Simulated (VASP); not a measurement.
# RbBr in VASP: notebook

The runs below take RbBr through single point, with PBE.

Program: VASP 6.6.1. These are calculated values, not measurements. Logs are shortened: lines on timing, memory, paths and dates and some standing lists are left out, and cuts for length are marked.

## 1. The cell of the first run

It takes space group Fm-3m (No. 225, cubic). The conventional cell has a = 6.922 Å, b = 6.922 Å, c = 6.922 Å, α = 90.00°, β = 90.00°, γ = 90.00°. Within 4.5 Å of Rb (site symmetry m-3m) lie 6 Br at 3.46 Å. Br (site symmetry m-3m) has 6 Rb at 3.46 Å within 4.5 Å.

## 2. Single point, PBE

File INCAR:

```
SYSTEM = RbBr
ALGO = Normal
EDIFF = 1E-6
ENCUT = 520
GGA = PE
ISIF = 2
ISMEAR = 0
LASPH = .True.
LCHARG = .False.
LREAL = .False.
LWAVE = .False.
NBANDS = 15
NELM = 80
PREC = Accurate
SIGMA = 0.01
```

File KPOINTS:

```
k-points
0
Gamma
  4 4 4
  0 0 0
```

File POSCAR:

```
RbBr
1.0
    0.0000000000      3.4608320474      3.4608320474
    3.4608320474      0.0000000000      3.4608320474
    3.4608320474      3.4608320474      0.0000000000
Rb Br
1 1
Direct
    0.0000000000      0.0000000000      0.0000000000
    0.5000000000      0.5000000000      0.5000000000
```

Potentials or basis: VASP PAW PBE potentials, release 64 (Rb_sv, Br).

Run with:

```bash
> cat potpaw_PBE.64/Rb_sv/POTCAR potpaw_PBE.64/Br/POTCAR > POTCAR
> mpirun -np 1 vasp_std > vasp.out
```

OUTCAR:

```text
SYSTEM = RbBr
   EDIFF = 1E-6
   ENCUT = 520
   GGA = PE
   ISIF = 2
   ISMEAR = 0
   LASPH = .True.
   LREAL = .False.
   NELM = 80
   PREC = Accurate

 ion  position               nearest neighbor table
   1  0.000  0.000  0.000-   2 3.46   2 3.46   2 3.46   2 3.46   2 3.46   2 3.46
   2  0.500  0.500  0.500-   1 3.46   1 3.46   1 3.46   1 3.46   1 3.46   1 3.46

  LATTYP: Found a face centered cubic cell.
 ALAT       =     6.9216640948

  Lattice vectors:

 A1 = (   0.0000000000,   3.4608320474,   3.4608320474)
 A2 = (   3.4608320474,   0.0000000000,   3.4608320474)
 A3 = (   3.4608320474,   3.4608320474,   0.0000000000)

Analysis of symmetry for initial positions (statically):
=====================================================================
 Subroutine PRICEL returns:
 Original cell was already a primitive cell.

 Routine SETGRP: Setting up the symmetry group for a
 face centered cubic supercell.

 Subroutine GETGRP returns: Found 48 space group operations
 (whereof 48 operations were pure point group operations)
 out of a pool of 48 trial point group operations.

The static configuration has the point symmetry O_h .

Analysis of symmetry for dynamics (positions and initial velocities):
=====================================================================
 Subroutine PRICEL returns:
 Original cell was already a primitive cell.

 Routine SETGRP: Setting up the symmetry group for a
 face centered cubic supercell.

 Subroutine GETGRP returns: Found 48 space group operations
 (whereof 48 operations were pure point group operations)
 out of a pool of 48 trial point group operations.

The dynamic configuration has the point symmetry O_h .

 Subroutine INISYM returns: Found 48 space group operations
 (whereof 48 operations are pure point group operations),
 and found     1 'primitive' translations

----------------------------------------------------------------------------------------

                                     Primitive cell

  volume of cell :      82.9033

  direct lattice vectors                    reciprocal lattice vectors
     0.000000000  3.460832047  3.460832047    -0.144473928  0.144473928  0.144473928
     3.460832047  0.000000000  3.460832047     0.144473928 -0.144473928  0.144473928
     3.460832047  3.460832047  0.000000000     0.144473928  0.144473928 -0.144473928

  length of vectors
[... 73 lines left out ...]
   POTIM  = 0.5000    time-step for ionic-motion
   TEBEG  =    0.0;   TEEND  =   0.0 temperature during run
   PSTRESS=    0.0 pullay stress
   NELECT =      16.0000    total number of electrons
   NUPDOWN=      -1.0000    fix difference up-down
   EMIN   =  10.00;   EMAX   =-10.00  energy-range for DOS
   EFERMI =   0.00;   METHOD = LEGACY
   ISMEAR =     0;   SIGMA  =   0.01  broadening in eV -4-tet -1-fermi 0-gaus
   EFERMI_NEDOS =   21; number of points for ismear=-14 and -15
   IALGO  =     38    algorithm
   IMIX   =      4    mixing-type and parameters
     AMIX     =   0.40;   BMIX     =  1.00
     AMIX_MAG =   1.60;   BMIX_MAG =  1.00
  volume/ion in A,a.u.               =      41.45       279.73
  Fermi-wavevector in a.u.,A,eV,Ry     =   0.946072  1.787817 12.177931  0.895053
  Thomas-Fermi vector in A             =   2.074035
   LORBIT       =      0    0 simple, 1 ext, 2 COOP (PROOUT), +10 PAW based schemes
   GGA     = PE    functional components
   LHFCALC =     F    Hartree Fock is set to
   AEXX    =    0.0000 exact exchange contribution
   IVDW    =     0    specifies the selected vdW correction
   LEPSILON=     F    determine dielectric tensor
   LRPA    =     F    only Hartree local field effects (RPA)
 non-spin polarized calculation
 Gauss-broadening in eV      SIGMA  =   0.01
  energy-cutoff  :      520.00
  volume of cell :       82.90
 maximum number of plane-waves:      2252
   NGX = 19   NGY = 19   NGZ = 19

 number of electron      15.9999997 magnetization

 Free energy of the ion-electron system (eV)
  ---------------------------------------------------
  ext. energy  EPLUGINS =         0.00000000
  ---------------------------------------------------
  free energy    TOTEN  =        -6.10908715 eV

  energy without entropy =       -6.10908715  energy(sigma->0) =       -6.10908715

 E-fermi :  -1.7623     XC(G=0):  -7.1175

 val. band max:       -1.8609476798   @ k =   0.0000   0.0000   0.0000
 cond. band min:       2.4271711586   @ k =   0.0000   0.0000   0.0000
 fundamental gap:      4.2881188384
 Fermi energy:        -1.7623478364

 k-point     1 :       0.0000    0.0000    0.0000
  band No.  band energies     occupation
      1     -26.3385      2.00000
      2     -14.0131      2.00000
      3     -10.4128      2.00000
      4     -10.4128      2.00000
      5     -10.4128      2.00000
      6      -1.8609      2.00000
      7      -1.8609      2.00000
      8      -1.8609      2.00000
      9       2.4272      0.00000
     10       5.4088      0.00000
     11       5.4088      0.00000
     12       5.4088      0.00000
     13       6.2767      0.00000
     14       6.2767      0.00000
[... 113 lines left out ...]
      2     -13.9876      2.00000
      3     -10.5258      2.00000
      4     -10.5258      2.00000
      5     -10.3977      2.00000
      6      -2.3253      2.00000
      7      -2.2019      2.00000
      8      -2.2019      2.00000
      9       5.1899      0.00000
     10       5.1899      0.00000
     11       6.2796      0.00000
     12       6.6337      0.00000
     13       8.8930      0.00000
     14       8.9144      0.00000
     15       8.9924      0.00000

------------------------ aborting loop because EDIFF is reached ----------------------------------------

  FORCE on cell =-STRESS in cart. coord.  units (eV):
  Direction    XX          YY          ZZ          XY          YZ          ZX
  --------------------------------------------------------------------------------------
  -------------------------------------------------------------------------------------
  Total        0.2929746      0.2929746      0.2929746      0.0000000      0.0000000      0.0000000
  in kB        5.6619882      5.6619882      5.6619882      0.0000000      0.0000000      0.0000000
  external PRESSURE =       5.6619882 kB  Pullay stress =       0.0000000 kB

 VOLUME and BASIS-vectors are now :
 -----------------------------------------------------------------------------
  energy-cutoff  :      520.00
  volume of cell :       82.90
      direct lattice vectors                 reciprocal lattice vectors
     0.000000000  3.460832047  3.460832047    -0.144473928  0.144473928  0.144473928
     3.460832047  0.000000000  3.460832047     0.144473928 -0.144473928  0.144473928
     3.460832047  3.460832047  0.000000000     0.144473928  0.144473928 -0.144473928

 POSITION                                       TOTAL-FORCE (eV/Angst)
 -----------------------------------------------------------------------------------
      0.00000      0.00000      0.00000         0.000000     -0.000000      0.000000
      3.46083      3.46083      3.46083        -0.000000      0.000000     -0.000000
 -----------------------------------------------------------------------------------
    total drift:                                0.000000      0.000000      0.000000

  FREE ENERGIE OF THE ION-ELECTRON SYSTEM (eV)
  ---------------------------------------------------
  free  energy   TOTEN  =        -6.1090871466 eV

  energy  without entropy=       -6.1090871466  energy(sigma->0) =       -6.10908715
```

stdout:

```text
POSCAR found type information on POSCAR RbBr
 POSCAR found :  2 types and       2 ions
 scaLAPACK will be used
 LDA part: xc-table for (Slater+PW92), standard interpolation
 POSCAR, INCAR and KPOINTS ok, starting setup
 FFT: planning ... GRIDC
 FFT: planning ... GRID_SOFT
 FFT: planning ... GRID
 WAVECAR not read
 entering main loop
```

It took 8.7 s on 1 thread of Intel Xeon Platinum 8375C at 2.90GHz (Ice Lake), shared host; peak memory 0.2 GiB.

What came out:

```
Free energy            : -6.1091 eV
Pressure               : 0.6 GPa
Band gap on the k mesh : 4.29 eV, direct
```

## 3. Single point, PBE (uniaxial y strain -2.0%)

File INCAR:

```
SYSTEM = RbBr
ALGO = Normal
EDIFF = 1E-6
ENCUT = 520
GGA = PE
ISIF = 2
ISMEAR = 0
LASPH = .TRUE.
LCHARG = .FALSE.
LREAL = .FALSE.
LWAVE = .FALSE.
NBANDS = 15
NELM = 100
PREC = Accurate
SIGMA = 0.01
```

File KPOINTS:

```
k-points
0
G
  4 4 4
  0 0 0
```

File POSCAR:

```
RbBr
1.0
    0.0000000000      3.3909232400      3.4608320474
    3.4608320474      0.0000000000      3.4608320474
    3.4608320474      3.3909232400      0.0000000000
Rb Br
1 1
Direct
    0.0000000000      0.0000000000      0.0000000000
    0.5000000000      0.5000000000      0.5000000000
```

Potentials or basis: VASP PAW PBE potentials, release 64 (Rb_sv, Br).

Run with:

```bash
> cat potpaw_PBE.64/Rb_sv/POTCAR potpaw_PBE.64/Br/POTCAR > POTCAR
> mpirun -np 1 vasp_std > vasp.out
```

Run time: 14 s. Hardware: 1 thread of Intel Xeon Platinum 8375C at 2.90GHz (Ice Lake), shared host; peak memory 0.2 GiB.

It converged, with:

- Free energy: -6.0992 eV
- Pressure: 0.9 GPa
- Band gap on the k mesh: 4.32 eV, direct

Stress tensor (GPa, compression positive):
```
0.67 0.00 0.00
0.00 1.36 0.00
0.00 0.00 0.67
```

Levels at points of the mesh, in eV from the valence-band top:
```
           k point  band 4  band 5  band 6  band 7  band 8  band 9  band 10  band 11  band 12  band 13
(0.00, 0.00, 0.00)   -8.52   -8.52   -0.02   -0.02    0.00    4.32     7.22     7.22     7.34     8.09
(0.50, 0.00, 0.00)   -8.53   -8.48   -0.99   -0.37   -0.36    6.77     7.67     9.44     9.46    10.05
(0.50, 0.50, 0.00)   -8.60   -8.59   -0.50   -0.17   -0.16    5.61     7.07     9.11     9.16     9.38
(0.50, 0.00, 0.50)   -8.60   -8.60   -0.46   -0.19   -0.19    5.59     7.10     9.19     9.20     9.40
```

Caveat: the cell differs from its parent crystal (uniaxial y strain -2.0%).

## 4. Single point, PBE (uniaxial z strain +3.9%)

File INCAR:

```
PREC = Accurate ; ENCUT = 520
EDIFF = 1E-6 ; ISMEAR = 0
SIGMA = 0.01 ; LREAL = False
LASPH = True ; NELM = 100
ALGO = Normal ; ISIF = 2
LWAVE = False ; LCHARG = True
GGA = PE ; LELF = True
LVHAR = True ; NBANDS = 15
```

File KPOINTS:

```
regular mesh
0
Gamma
  4 4 4
```

File POSCAR:

```
RbBr
1.0
    0.0000000000      3.4608320474      3.5954584140
    3.4608320474      0.0000000000      3.5954584140
    3.4608320474      3.4608320474      0.0000000000
Rb Br
1 1
Direct
    0.0000000000      0.0000000000      0.0000000000
    0.5000000000      0.5000000000      0.5000000000
```

Run with:

```bash
> cat potpaw_PBE.64/Rb_sv/POTCAR potpaw_PBE.64/Br/POTCAR > POTCAR
> mpirun -np 1 vasp_std > vasp.out
```

Run time: 19 s. Hardware: 1 thread of Intel Xeon Platinum 8375C at 2.90GHz (Ice Lake), shared host; peak memory 0.23 GiB.

The run converged. Its results:

| Property | Result |
| --- | --- |
| Free energy | -6.1095 eV |
| Pressure | 0.1 GPa |
| Band gap on the k mesh | 4.18 eV, direct |

Stress tensor (GPa, compression positive):
```
 0.38  0.00  0.00
 0.00  0.38  0.00
 0.00  0.00 -0.44
```

Levels at points of the mesh, in eV from the valence-band top:
| k point | band 4 | band 5 | band 6 | band 7 | band 8 | band 9 | band 10 | band 11 | band 12 | band 13 |
| --- | --- | --- | --- | --- | --- | --- | --- | --- | --- | --- |
| (0.00, 0.00, 0.00) | -8.64 | -8.64 | -0.03 | 0.00 | 0.00 | 4.18 | 7.10 | 7.32 | 7.32 | 8.00 |
| (0.50, 0.00, 0.00) | -8.64 | -8.60 | -0.89 | -0.32 | -0.31 | 6.63 | 7.46 | 9.25 | 9.30 | 9.81 |
| (0.50, 0.50, 0.00) | -8.69 | -8.69 | -0.50 | -0.14 | -0.14 | 5.69 | 6.83 | 8.73 | 9.01 | 9.15 |
| (0.50, 0.00, 0.50) | -8.71 | -8.69 | -0.44 | -0.18 | -0.17 | 5.65 | 6.88 | 8.90 | 9.09 | 9.18 |

Caveat: the cell differs from its parent crystal (uniaxial z strain +3.9%).

[end of part 1 of 2]
